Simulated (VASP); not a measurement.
# Sb (P6_3/mmc) in VASP: settings compared

Aim: see how the results for Sb move with the level of theory and the settings. Levels: PBE+D3(BJ), PBE. Tasks: single point, relaxation of shape and atoms at fixed volume.

Program: VASP 6.6.1. These are calculated values, not measurements. Logs are shortened: lines on timing, memory, paths and dates and some standing lists are left out, and cuts for length are marked.

## (1) The cell of the first run

Symmetry: P6_3/mmc, No. 194, hexagonal system. The conventional cell has a = 3.155 Å, b = 3.155 Å, c = 4.837 Å, α = 90.00°, β = 90.00°, γ = 120.00°. Within 4.0 Å of Sb (site symmetry -6m2) lie 12 Sb at 3.03 to 3.16 Å.

## (2) Single point, PBE+D3(BJ)

File INCAR:

```
ALGO = Normal ; EDIFF = 1E-6
ENCUT = 520 ; GGA = PE
ISIF = 2 ; ISMEAR = -1
IVDW = 12 ; LASPH = T
LCHARG = F ; LREAL = F
LWAVE = F ; NBANDS = 12
NELM = 80 ; PREC = Accurate
SIGMA = 0.05
```

File KPOINTS:

```
k-points
0
Gamma
  13 13 7
```

File POSCAR:

```
Sb
1.0
    3.1551020418      0.0000000000      0.0000000000
   -1.5775510209      2.7323985197      0.0000000000
    0.0000000000      0.0000000000      4.8365017200
Sb
2
Direct
    0.3333333333      0.6666666667      0.2500000000
    0.6666666667      0.3333333333      0.7500000000
```

Potentials or basis: VASP PAW PBE potentials, release 64 (Sb).

The run is started by

```
$ cat potpaw_PBE.64/Sb/POTCAR > POTCAR
$ mpirun -np 1 vasp_std > vasp.out
```

OUTCAR:

```text
EDIFF = 1E-6
   ENCUT = 520
   GGA = PE
   ISIF = 2
   ISMEAR = -1
   IVDW = 12
   LASPH = T
   LREAL = F
   NELM = 80
   PREC = Accurate
 IVDW          = 12

 ion  position               nearest neighbor table
   1  0.333  0.667  0.250-   2 3.03   2 3.03   2 3.03   2 3.03   2 3.03   2 3.03
   2  0.667  0.333  0.750-   1 3.03   1 3.03   1 3.03   1 3.03   1 3.03   1 3.03

  LATTYP: Found a hexagonal cell.
 ALAT       =     3.1551020418
 C/A-ratio  =     1.5329145162

  Lattice vectors:

 A1 = (   3.1551020418,   0.0000000000,   0.0000000000)
 A2 = (  -1.5775510209,   2.7323985197,   0.0000000000)
 A3 = (   0.0000000000,   0.0000000000,   4.8365017200)

Analysis of symmetry for initial positions (statically):
=====================================================================
 Subroutine PRICEL returns:
 Original cell was already a primitive cell.

 Routine SETGRP: Setting up the symmetry group for a
 hexagonal supercell.

 Subroutine GETGRP returns: Found 24 space group operations
 (whereof 12 operations were pure point group operations)
 out of a pool of 24 trial point group operations.

The static configuration has the point symmetry D_3d.
 The point group associated with its full space group is D_6h.

Analysis of symmetry for dynamics (positions and initial velocities):
=====================================================================
 Subroutine PRICEL returns:
 Original cell was already a primitive cell.

 Routine SETGRP: Setting up the symmetry group for a
 hexagonal supercell.

 Subroutine GETGRP returns: Found 24 space group operations
 (whereof 12 operations were pure point group operations)
 out of a pool of 24 trial point group operations.

The dynamic configuration has the point symmetry D_3d.
 The point group associated with its full space group is D_6h.

 Subroutine INISYM returns: Found 24 space group operations
 (whereof 12 operations are pure point group operations),
 and found     1 'primitive' translations

----------------------------------------------------------------------------------------

                                     Primitive cell

  volume of cell :      41.6955

  direct lattice vectors                    reciprocal lattice vectors
     3.155102042  0.000000000  0.000000000     0.316946960  0.182989413  0.000000000
    -1.577551021  2.732398520  0.000000000     0.000000000  0.365978825  0.000000000
     0.000000000  0.000000000  4.836501720     0.000000000  0.000000000  0.206761014

  length of vectors
     3.155102042  3.155102042  4.836501720     0.365978825  0.365978825  0.206761014

  position of ions in fractional coordinates (direct lattice)
     0.333333333  0.666666667  0.250000000
     0.666666667  0.333333333  0.750000000

  ion indices of the primitive-cell ions
   primitive index   ion index
                 1           1
                 2           2

----------------------------------------------------------------------------------------

 KPOINTS: k-points

Automatic generation of k-mesh.
 Grid dimensions read from file:
 generate k-points for:   13   13    7

 Generating k-lattice:

  Cartesian coordinates                     Fractional coordinates (reciprocal lattice)
     0.024380535  0.014076109  0.000000000     0.076923077 -0.000000000  0.000000000
     0.000000000  0.028152217  0.000000000     0.000000000  0.076923077  0.000000000
     0.000000000  0.000000000  0.029537288     0.000000000  0.000000000  0.142857143

  Length of vectors
     0.028152217  0.028152217  0.029537288

  Shift w.r.t. Gamma in fractional coordinates (k-lattice)
     0.000000000  0.000000000  0.000000000

 Subroutine IBZKPT returns following result:
 ===========================================

 Found     84 irreducible k-points:

 Following reciprocal coordinates:
            Coordinates               Weight
  0.000000  0.000000  0.000000      1.000000
  0.076923 -0.000000  0.000000      6.000000
  0.153846  0.000000  0.000000      6.000000
  0.230769  0.000000  0.000000      6.000000
  0.307692  0.000000  0.000000      6.000000
  0.384615  0.000000  0.000000      6.000000
[... 16 lines left out ...]
  0.076923 -0.000000  0.142857     12.000000
  0.153846  0.000000  0.142857     12.000000
 [... further k-points ...]
   k-points           NKPTS =     84   k-points in BZ     NKDIM =     84   number of bands    NBANDS=     12
   number of dos      NEDOS =    301   number of ions     NIONS =      2
   total plane-waves  NPLWV =  20736
   dimension x,y,z NGX =    24 NGY =   24 NGZ =   36
   dimension x,y,z NGXF=    48 NGYF=   48 NGZF=   72
   ions per type =               2
   NGX,Y,Z   is equivalent  to a cutoff of  12.65, 12.65, 12.37 a.u.
   NGXF,Y,Z  is equivalent  to a cutoff of  25.29, 25.29, 24.75 a.u.
 SYSTEM =  unknown system
   PREC   = accura    normal or accurate (medium, high low for compatibility)
   ISTART =      0    job   : 0-new  1-cont  2-samecut
   ICHARG =      2    charge: 1-file 2-atom 10-const
   ISPIN  =      1    spin polarized calculation?
   LNONCOLLINEAR =      F non collinear calculations
   LSORBIT =      F    spin-orbit coupling
   LASPH  =      T    aspherical Exc in radial PAW
   ENCUT  =  520.0 eV  38.22 Ry    6.18 a.u.   5.87  5.87  8.99*2*pi/ulx,y,z
   NELM   =     80;   NELMIN=  2; NELMDL= -5     # of ELM steps
   EDIFF  = 0.1E-05   stopping-criterion for ELM
   LREAL  =      F    real-space projection
   EDIFFG = 0.1E-04   stopping-criterion for IOM
   NSW    =      0    number of steps for IOM
   IBRION =     -1    ionic relax: 0-MD 1-quasi-New 2-CG
   NFREE  =      0    steps in history (QN), initial steepest desc. (CG)
   ISIF   =      2    stress and relaxation
   ISYM   =      2    0-nonsym 1-usesym 2-fastsym
   POTIM  = 0.5000    time-step for ionic-motion
   TEBEG  =    0.0;   TEEND  =   0.0 temperature during run
   PSTRESS=    0.0 pullay stress
   NELECT =      10.0000    total number of electrons
   NUPDOWN=      -1.0000    fix difference up-down
   EMIN   =  10.00;   EMAX   =-10.00  energy-range for DOS
   EFERMI =   0.00;   METHOD = LEGACY
   ISMEAR =    -1;   SIGMA  =   0.05  broadening in eV -4-tet -1-fermi 0-gaus
   EFERMI_NEDOS =   21; number of points for ismear=-14 and -15
   IALGO  =     38    algorithm
   IMIX   =      4    mixing-type and parameters
     AMIX     =   0.40;   BMIX     =  1.00
     AMIX_MAG =   1.60;   BMIX_MAG =  1.00
  volume/ion in A,a.u.               =      20.85       140.69
  Fermi-wavevector in a.u.,A,eV,Ry     =   1.017135  1.922106 14.076090  1.034563
  Thomas-Fermi vector in A             =   2.150518
   LORBIT       =      0    0 simple, 1 ext, 2 COOP (PROOUT), +10 PAW based schemes
   GGA     = PE    functional components
   LHFCALC =     F    Hartree Fock is set to
   AEXX    =    0.0000 exact exchange contribution
   IVDW    =    12    specifies the selected vdW correction
   LEPSILON=     F    determine dielectric tensor
   LRPA    =     F    only Hartree local field effects (RPA)
 non-spin polarized calculation
  energy-cutoff  :      520.00
  volume of cell :       41.70
 maximum number of plane-waves:      1134
 NGX is ok and might be reduce to    24
   NGX = 11   NGY = 11   NGZ = 17

 number of electron      10.0000000 magnetization

 Free energy of the ion-electron system (eV)
  ---------------------------------------------------
  ext. energy  EPLUGINS =         0.00000000
  ---------------------------------------------------
  free energy    TOTEN  =        -6.77928389 eV

  energy without entropy =       -6.77173922  energy(sigma->0) =       -6.77551155

 E-fermi :  12.2808     XC(G=0): -11.3870

 val. band max:       12.2441261469   @ k =   0.4615   0.0000   0.1429
 cond. band min:      12.2986763059   @ k =   0.3077   0.0000   0.1429
 fundamental gap:      0.0545501590
 Fermi energy:        12.2807606138

 k-point     1 :       0.0000    0.0000    0.0000
  band No.  band energies     occupation
      1      -2.9721      2.00000
      2       3.2281      2.00000
      3       4.8179      2.00000
      4      16.2419      0.00000
      5      16.2419      0.00000
      6      18.6373      0.00000
      7      18.6373      0.00000
      8      20.3011      0.00000
      9      21.0247      0.00000
     10      21.1790      0.00000
     11      23.3277      0.00000
     12      23.3277      0.00000

 k-point     2 :       0.0769   -0.0000    0.0000
  band No.  band energies     occupation
      1      -2.8471      2.00000
      2       3.3393      2.00000
      3       4.9505      2.00000
      4      14.8721      0.00000
      5      15.6652      0.00000
      6      18.0268      0.00000
      7      19.0599      0.00000
      8      20.6244      0.00000
      9      20.8544      0.00000
     10      21.3037      0.00000
     11      22.9593      0.00000
     12      23.3268      0.00000

 k-point     3 :       0.1538    0.0000    0.0000
  band No.  band energies     occupation
      1      -2.4722      2.00000
      2       3.6693      2.00000
      3       5.3453      2.00000
      4      12.4929      0.02835
      5      14.6471      0.00000
      6      16.7897      0.00000
      7      19.0690      0.00000
      8      19.2865      0.00000
      9      19.3342      0.00000
     10      22.4983      0.00000
     11      22.6826      0.00000
     12      23.1246      0.00000
[... 286 lines left out ...]
 k-point    23 :       0.0769   -0.0000    0.1429
  band No.  band energies     occupation
      1      -2.7074      2.00000
      2       2.1375      2.00000
      3       6.4271      2.00000
      4      15.0012      0.00000
      5      15.7951      0.00000
      6      17.9283      0.00000
      7      18.8704      0.00000
      8      19.3308      0.00000
      9      20.6975      0.00000
     10      21.3948      0.00000
     11      22.4342      0.00000
     12      22.6945      0.00000

 k-point    24 :       0.1538    0.0000    0.1429
  band No.  band energies     occupation
      1      -2.3324      2.00000
      2       2.4964      2.00000
      3       6.7830      2.00000
      4      12.6352      0.00167
      5      14.7889      0.00000
      6      16.4202      0.00000
      7      18.2193      0.00000
      8      18.8138      0.00000
      9      19.8628      0.00000
     10      21.8973      0.00000
     11      22.1747      0.00000
     12      22.8747      0.00000

 [... further k-points ...]

------------------------ aborting loop because EDIFF is reached ----------------------------------------

 Edisp (eV)   -1.35871

 E8    (eV) :    -0.6259

  FORCE on cell =-STRESS in cart. coord.  units (eV):
  Direction    XX          YY          ZZ          XY          YZ          ZX
  --------------------------------------------------------------------------------------
  -------------------------------------------------------------------------------------
  Total       6.38070     6.38070     6.83642     0.00000     0.00000     0.00000
  in kB     245.18285   245.18285   262.69410     0.00000     0.00000     0.00000
  external pressure =      251.02 kB  Pullay stress =        0.00 kB

 VOLUME and BASIS-vectors are now :
 -----------------------------------------------------------------------------
  energy-cutoff  :      520.00
  volume of cell :       41.70
      direct lattice vectors                 reciprocal lattice vectors
     3.155102042  0.000000000  0.000000000     0.316946960  0.182989413  0.000000000
    -1.577551021  2.732398520  0.000000000     0.000000000  0.365978825  0.000000000
     0.000000000  0.000000000  4.836501720     0.000000000  0.000000000  0.206761014

 POSITION                                       TOTAL-FORCE (eV/Angst)
 -----------------------------------------------------------------------------------
     -0.00000      1.82160      1.20913        -0.000000     -0.000000      0.000000
      1.57755      0.91080      3.62738         0.000000      0.000000      0.000000
 -----------------------------------------------------------------------------------
    total drift:                                0.000000     -0.000000      0.000000

  FREE ENERGIE OF THE ION-ELECTRON SYSTEM (eV)
  ---------------------------------------------------
  free  energy   TOTEN  =        -8.1379959604 eV

  energy  without entropy=       -8.1304512893  energy(sigma->0) =       -8.13422362
```

Run time: 14 s. Hardware: 1 thread of Intel Xeon Platinum 8259CL at 2.50GHz (Skylake/Cascade Lake), shared host; peak memory 0.18 GiB.

Results:

* Free energy: -8.1380 eV
* Pressure: 25.1 GPa
* Band gap on the k mesh: zero (band 5 reaches 17.24 eV, above the bottom of band 6 at 8.66 eV)
* Dispersion energy per atom: -0.679 eV

Caveat: three body term missing; spin-orbit coupling is left out, which moves the levels of the heavy elements; pairwise dispersion overbinds metals, which lowers pressure and volume.

## (3) Single point, PBE (volume scaled by 0.84)

File INCAR:

```
SYSTEM = Sb
ALGO = Normal
EDIFF = 1E-6
ENCUT = 520
GGA = PE
ISIF = 2
ISMEAR = -1
LASPH = .True.
LCHARG = .False.
LREAL = .False.
LWAVE = .False.
NBANDS = 12
NELM = 100
PREC = Accurate
SIGMA = 0.05
```

File KPOINTS:

```
k-points
0
Gamma
  13 13 7
  0 0 0
```

File POSCAR:

```
Sb
1.0
    3.2542857958      0.0000000000      0.0000000000
   -1.6271428979      2.8182941703      0.0000000000
    0.0000000000      0.0000000000      5.0247270875
Sb
2
Direct
    0.3333333333      0.6666666667      0.2500000000
    0.6666666667      0.3333333333      0.7500000000
```

Potentials or basis: VASP PAW PBE potentials, release 64 (Sb).

The run is started by

```
$ cat potpaw_PBE.64/Sb/POTCAR > POTCAR
$ mpirun -np 1 vasp_std > vasp.out
```

It took 16 s on 1 thread of Intel Xeon Platinum 8259CL at 2.50GHz (Skylake/Cascade Lake), shared host; peak memory 0.18 GiB.

The run converged. Its results:

| Quantity | Value |
| --- | --- |
| Free energy | -7.3875 eV |
| Pressure | 15.1 GPa |
| Band gap on the k mesh | zero (band 5 reaches 15.18 eV, above the bottom of band 6 at 7.50 eV) |

Levels at points of the mesh, in eV from the Fermi level:
```csv
k point,band 3,band 4,band 5,band 6,band 7,band 8
"(0.00, 0.00, 0.00)",-6.77,3.58,3.58,5.76,5.76,7.63
```

Caveat: the cell differs from its parent crystal (volume scaled by 0.84); spin-orbit coupling is left out, which moves the levels of the heavy elements.

## (4) Relaxation of shape and atoms at fixed volume, PBE

File INCAR:

```
SYSTEM = Sb
ALGO = Normal ; EDIFF = 1E-7
EDIFFG = -0.005 ; ENCUT = 600
GGA = PE ; IBRION = 2
ISIF = 4 ; ISMEAR = -1
LASPH = .True. ; LCHARG = .False.
LREAL = .False. ; LWAVE = .False.
NELM = 80 ; NSW = 50
PREC = Accurate ; SIGMA = 0.05
```

KPOINTS is that of step 3.

File POSCAR:

```
Sb
1.0
    3.1551020418      0.0000000000      0.0000000000
   -1.5775510209      2.7323985197      0.0000000000
    0.0000000000      0.0000000000      4.8365017200
Sb
2
Direct
    0.3333333333      0.6666666667      0.2500000000
    0.6666666667      0.3333333333      0.7500000000
```

The run is started by

```
$ cat potpaw_PBE.64/Sb/POTCAR > POTCAR
$ mpirun -np 1 vasp_std > vasp.out
```

Wall time 71 s (1 thread of Intel Xeon Platinum 8259CL at 2.50GHz (Skylake/Cascade Lake), shared host); peak memory 0.2 GiB.

It converged, with:

```yaml
Free_energy: -6.7809 eV
Energy_gained_by_relaxing: 0.8 meV/atom
Ionic_steps: 3
Pressure_after_relaxing: 30.4 GPa
Band_gap_on_the_k_mesh: zero (band 5 reaches 17.37 eV, above the bottom of band 6 at 8.65 eV)
```

The path:
```
step  energy change (eV)  largest force (eV/Å)  pressure (GPa)  volume (Å³)
   1              0.0000                0.0000           30.45        41.70
   2             -0.0015                0.0000           30.41        41.70
   3             -0.0016                0.0000           30.41        41.70
```

Final structure:
```yaml
crystal:
  lattice:
    - [3.14451, 0.00000, 0.00000]
    - [-1.57225, 2.72322, 0.00000]
    - [0.00000, 0.00000, 4.86915]
  atoms:
    - { symbol: Sb, position: [0.33333, 0.66667, 0.25000] }
    - { symbol: Sb, position: [0.66667, 0.33333, 0.75000] }
```

Levels at points of the mesh, in eV from the Fermi level:
```tsv
k point	band 2	band 3	band 4	band 5	band 6	band 7	band 8	band 9
(0.00, 0.00, 0.00)	-9.22	-7.53	4.07	4.07	6.43	6.43	8.13	8.70
```

Caveat: spin-orbit coupling is left out, which moves the levels of the heavy elements.

## (5) Summary

| task | level | cell | cutoff (eV) | gap on the mesh (eV) | pressure (GPa) |
| --- | --- | --- | --- | --- | --- |
| single point | PBE+D3(BJ) | a = 3.155, b = 3.155, c = 4.837 Å, angles 90.0, 90.0, 120.0°, 2 atoms | 520 | none | 25.1 |
| single point | PBE | a = 3.254, b = 3.254, c = 5.025 Å, angles 90.0, 90.0, 120.0°, 2 atoms | 520 | none | 15.1 |
| relaxation of shape and atoms at fixed volume | PBE | relaxed from a = 3.155, b = 3.155, c = 4.837 Å, angles 90.0, 90.0, 120.0°, 2 atoms | 600 | none | 30.4 |

Alike in all rows: potentials or basis VASP PAW PBE potentials, release 64 (Sb); no spin polarisation; k mesh 13 × 13 × 7; smearing fermi-dirac 0.05 eV.

Caveats: spin-orbit coupling is left out, which moves the levels of the heavy elements; three body term missing (some runs); pairwise dispersion overbinds metals, which lowers pressure and volume (some runs).

Total energies depend on the potentials used, so only differences within one code and one set of settings carry meaning.
